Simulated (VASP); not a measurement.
# W in VASP: notebook, part 2 of 2

VASP 6.6.1.

**5. Single point, r2SCAN (uniaxial strain along a: -3.0 %, then relaxed in part)**

POSCAR reads:

```
W
1.0
    3.0733490383      0.0000000000      0.0000000000
    0.0000000000      3.1959383251      0.0000000000
    0.0000000000      0.0000000000      3.1959383251
W
2
Direct
    0.0000000000      0.0000000000      0.0000000000
    0.5000000000      0.5000000000      0.5000000000
```

INCAR.step1 reads:

```
SYSTEM = W
  ALGO = Normal
  EDIFF = 1E-4
  ENCUT = 520
  GGA = PE
  ISMEAR = 0
  LASPH = .TRUE.
  LCHARG = .FALSE.
  LREAL = .FALSE.
  LWAVE = .TRUE.
  NBANDS = 21
  NELM = 100
  PREC = Accurate
  SIGMA = 0.1
```

INCAR.step2 reads:

```
SYSTEM = W
  ALGO = Normal
  EDIFF = 1E-6
  ENCUT = 520
  ISIF = 2
  ISMEAR = 0
  ISTART = 1
  LASPH = .TRUE.
  LCHARG = .FALSE.
  LMIXTAU = .TRUE.
  LREAL = .FALSE.
  LWAVE = .FALSE.
  METAGGA = R2SCAN
  NBANDS = 21
  NELM = 100
  PREC = Accurate
  SIGMA = 0.1
```

KPOINTS reads:

```
k-points
0
G
  16 16 16
  0 0 0
```

Command:

```sh
> cat potpaw_PBE.64/W_sv/POTCAR > POTCAR
> cp INCAR.step1 INCAR
> mpirun -np 1 vasp_std > vasp.out
> cp INCAR.step2 INCAR
> mpirun -np 1 vasp_std > vasp.out
```

Run time: 6 min. Hardware: 1 thread of Intel Xeon Platinum 8488C (Sapphire Rapids), shared host; peak memory 0.31 GiB.

The run converged. Its results:

| Property | Result |
| --- | --- |
| Free energy | -102.6594 eV |
| Pressure | 6.0 GPa |
| Band gap on the k mesh | zero (bands 14 and 15 overlap by 1.50 eV) |

Stress tensor (GPa, compression positive):
```
15.32  0.00  0.00
 0.00  1.31  0.00
 0.00  0.00  1.31
```

Levels at points of the mesh, in eV from the Fermi level:
```tsv
k point	band 10	band 11	band 12	band 13	band 14	band 15	band 16	band 17	band 18	band 19
(0.00, 0.00, 0.00)	-6.17	-6.06	-1.67	-1.10	-1.10	2.17	2.95	5.36	5.36	5.52
(0.50, 0.00, 0.00)	-5.33	-2.76	-2.76	-0.82	-0.82	-0.82	-0.82	1.24	1.24	4.52
(0.00, 0.50, 0.00)	-5.62	-2.94	-2.94	-0.71	-0.71	-0.27	-0.27	1.54	1.54	3.55
(0.50, 0.50, 0.00)	-6.63	-3.99	-3.99	0.68	0.68	2.54	2.54	3.75	3.75	6.44
(0.00, 0.50, 0.50)	-6.65	-3.40	-3.40	0.34	0.34	1.92	1.92	3.25	3.25	6.35
(0.50, 0.50, 0.50)	-3.31	-3.31	-3.31	-3.04	-3.04	3.48	3.48	3.79	3.79	7.40
```

Caveat: the cell differs from its parent crystal (uniaxial strain along a: -3.0 %, then relaxed in part); the cell stands under pressure; the PAW data sets were made with another functional, which shifts forces and pressure a little; spin-orbit coupling is left out, which moves the levels of the heavy elements.

**6. Single point, r2SCAN**

This run uses another cell than the first one, of 15.90 Å³/atom.

POSCAR reads:

```
W
1.0
    3.1684010704      0.0000000000      0.0000000000
    0.0000000000      3.1684010704      0.0000000000
    0.0000000000      0.0000000000      3.1684010704
W
2
Direct
    0.0000000000      0.0000000000      0.0000000000
    0.5000000000      0.5000000000      0.5000000000
```

INCAR.step1 reads:

```
PREC = Accurate ; ENCUT = 520
ISMEAR = 0 ; SIGMA = 0.1
LREAL = F ; LASPH = T
NELM = 80 ; NBANDS = 21
GGA = PE ; ALGO = Normal
EDIFF = 1E-4 ; LWAVE = T
LCHARG = F
```

INCAR.step2 reads:

```
PREC = Accurate ; ENCUT = 520
EDIFF = 1E-6 ; ISMEAR = 0
SIGMA = 0.1 ; LREAL = F
LASPH = T ; NELM = 80
ALGO = Normal ; ISIF = 2
LWAVE = F ; LCHARG = T
METAGGA = R2SCAN ; LMIXTAU = T
LELF = T ; LVHAR = T
NBANDS = 21 ; ISTART = 1
```

KPOINTS reads:

```
regular mesh
0
Gamma
  16 16 16
```

Potentials or basis: VASP PAW PBE potentials, release 64 (W_sv).

Command:

```sh
> cat potpaw_PBE.64/W_sv/POTCAR > POTCAR
> cp INCAR.step1 INCAR
> mpirun -np 1 vasp_std > vasp.out
> cp INCAR.step2 INCAR
> mpirun -np 1 vasp_std > vasp.out
```

OUTCAR:

```text
PREC = Accurate
   ENCUT = 520
   EDIFF = 1E-6
   ISMEAR = 0
   LREAL = F
   LASPH = T
   NELM = 80
   ISIF = 2
   METAGGA = R2SCAN
   ISTART = 1

 ion  position               nearest neighbor table
   1  0.000  0.000  0.000-   2 2.74   2 2.74   2 2.74   2 2.74   2 2.74   2 2.74   2 2.74   2 2.74

   2  0.500  0.500  0.500-   1 2.74   1 2.74   1 2.74   1 2.74   1 2.74   1 2.74   1 2.74   1 2.74

  LATTYP: Found a simple cubic cell.
 ALAT       =     3.1684010704

  Lattice vectors:

 A1 = (   3.1684010704,   0.0000000000,   0.0000000000)
 A2 = (   0.0000000000,   3.1684010704,   0.0000000000)
 A3 = (   0.0000000000,   0.0000000000,   3.1684010704)

Analysis of symmetry for initial positions (statically):
=====================================================================
 Subroutine PRICEL returns following result:

  LATTYP: Found a body centered cubic cell.
 ALAT       =     3.1684010704

  Lattice vectors:

 A1 = (   1.5842005352,   1.5842005352,  -1.5842005352)
 A2 = (  -1.5842005352,   1.5842005352,   1.5842005352)
[... 169 lines left out ...]
 NGX is ok and might be reduce to    24
   NGX = 11   NGY = 11   NGZ = 11

 number of electron      27.9999998 magnetization

 Free energy of the ion-electron system (eV)
  ---------------------------------------------------
  ext. energy  EPLUGINS =         0.00000000
  ---------------------------------------------------
  free energy    TOTEN  =      -102.70234160 eV

  energy without entropy =     -102.69577442  energy(sigma->0) =     -102.69905801

 E-fermi :  11.2741     XC(G=0): -14.9391

 val. band max:       11.2458701921   @ k =   0.2500   0.0625   0.0625
 cond. band min:      11.2826527650   @ k =   0.5000   0.4375   0.0625
 fundamental gap:      0.0367825729
 Fermi energy:        11.2740838171

 k-point     1 :       0.0000    0.0000    0.0000
  band No.  band energies     occupation
      1     -64.8792      2.00000
      2     -64.6198      2.00000
      3     -28.6906      2.00000
      4     -28.6906      2.00000
      5     -28.6906      2.00000
      6     -27.7435      2.00000
[... 565 lines left out ...]
     20      15.1484      0.00000
     21      25.7843      0.00000

 [... further k-points ...]
[... 5 lines left out ...]
  --------------------------------------------------------------------------------------
  -------------------------------------------------------------------------------------
  Total        0.2823270      0.2823270      0.2823270      0.0000000      0.0000000      0.0000000
  in kB       14.2214080     14.2214080     14.2214080      0.0000000      0.0000000      0.0000000
  external PRESSURE =      14.2214080 kB  Pullay stress =       0.0000000 kB

 VOLUME and BASIS-vectors are now :
 -----------------------------------------------------------------------------
  energy-cutoff  :      520.00
  volume of cell :       31.81
      direct lattice vectors                 reciprocal lattice vectors
     3.168401070  0.000000000  0.000000000     0.315616608  0.000000000  0.000000000
     0.000000000  3.168401070  0.000000000     0.000000000  0.315616608  0.000000000
     0.000000000  0.000000000  3.168401070     0.000000000  0.000000000  0.315616608

 POSITION                                       TOTAL-FORCE (eV/Angst)
 -----------------------------------------------------------------------------------
      0.00000      0.00000      0.00000         0.000000      0.000000      0.000000
      1.58420      1.58420      1.58420        -0.000000     -0.000000     -0.000000
 -----------------------------------------------------------------------------------
    total drift:                                0.000000      0.000000     -0.000000

  FREE ENERGIE OF THE ION-ELECTRON SYSTEM (eV)
  ---------------------------------------------------
  free  energy   TOTEN  =      -102.7023415956 eV

  energy  without entropy=     -102.6957744163  energy(sigma->0) =     -102.69905801
```

OSZICAR.step1:

```text
N       E                     dE             d eps       ncg     rms          rms(c)
DAV:   1     0.269878923256E+03    0.26988E+03   -0.15799E+04  6970   0.156E+03
DAV:   2    -0.181492500766E+02   -0.28803E+03   -0.28008E+03  7568   0.457E+02
DAV:   3    -0.270611422061E+02   -0.89119E+01   -0.87391E+01  7870   0.791E+01
DAV:   4    -0.271433435815E+02   -0.82201E-01   -0.82153E-01  7541   0.808E+00
DAV:   5    -0.271441699847E+02   -0.82640E-03   -0.82640E-03  7876   0.835E-01    0.294E+01
DAV:   6    -0.261632649254E+02    0.98091E+00   -0.11730E+00  7743   0.106E+01    0.118E+01
DAV:   7    -0.259076899386E+02    0.25557E+00   -0.65370E-01  7946   0.732E+00    0.875E-01
DAV:   8    -0.258998776942E+02    0.78122E-02   -0.11988E-02  7043   0.116E+00    0.153E-01
DAV:   9    -0.258997445194E+02    0.13317E-03   -0.43382E-04  7875   0.190E-01    0.559E-02
DAV:  10    -0.258997294232E+02    0.15096E-04   -0.37994E-05  3775   0.673E-02
   1 F= -.25899729E+02 E0= -.25896181E+02  d E =-.709710E-02
```

It took 2.4 min on 1 thread of AMD EPYC 9R45 (Zen 5), shared host; peak memory 0.18 GiB.

What came out:

- Free energy: -102.7023 eV
- Pressure: 1.4 GPa
- Band gap on the k mesh: zero (bands 14 and 15 overlap by 1.10 eV)

Levels at points of the mesh, in eV from the Fermi level:
```tsv
k point	band 12	band 13	band 14	band 15	band 16	band 17
(0.00, 0.00, 0.00)	-1.31	-1.31	-1.31	2.52	2.52	5.28
(0.50, 0.00, 0.00)	-2.83	-0.62	-0.62	-0.62	-0.62	1.38
(0.50, 0.50, 0.00)	-3.77	0.48	0.48	2.36	2.36	3.41
(0.50, 0.50, 0.50)	-3.21	-3.21	-3.21	3.58	3.58	3.58
```

Caveat: the PAW data sets were made with another functional, which shifts forces and pressure a little; spin-orbit coupling is left out, which moves the levels of the heavy elements.

**7. The runs side by side**

| cell | gap on the mesh (eV) | pressure (GPa) |
| --- | --- | --- |
| a = 3.105, b = 3.184, c = 3.184 Å, 2 atoms | none | 4.9 |
| a = 3.105, b = 3.187, c = 3.187 Å, 2 atoms | none | 4.2 |
| a = 3.073, b = 3.192, c = 3.192 Å, 2 atoms | none | 6.8 |
| a = 3.073, b = 3.196, c = 3.196 Å, 2 atoms | none | 6.0 |
| a = 3.168 Å, 2 atoms | none | 1.4 |

Alike in all rows: task single point; level r2SCAN; potentials or basis VASP PAW PBE potentials, release 64 (W_sv); no spin polarisation; k mesh 16 × 16 × 16; cutoff (eV) 520; smearing gaussian 0.1 eV.

Caveats: the PAW data sets were made with another functional, which shifts forces and pressure a little; spin-orbit coupling is left out, which moves the levels of the heavy elements; the cell stands under pressure (at least some runs).

Total energies depend on the potentials used, so only differences within one code and one set of settings carry meaning.
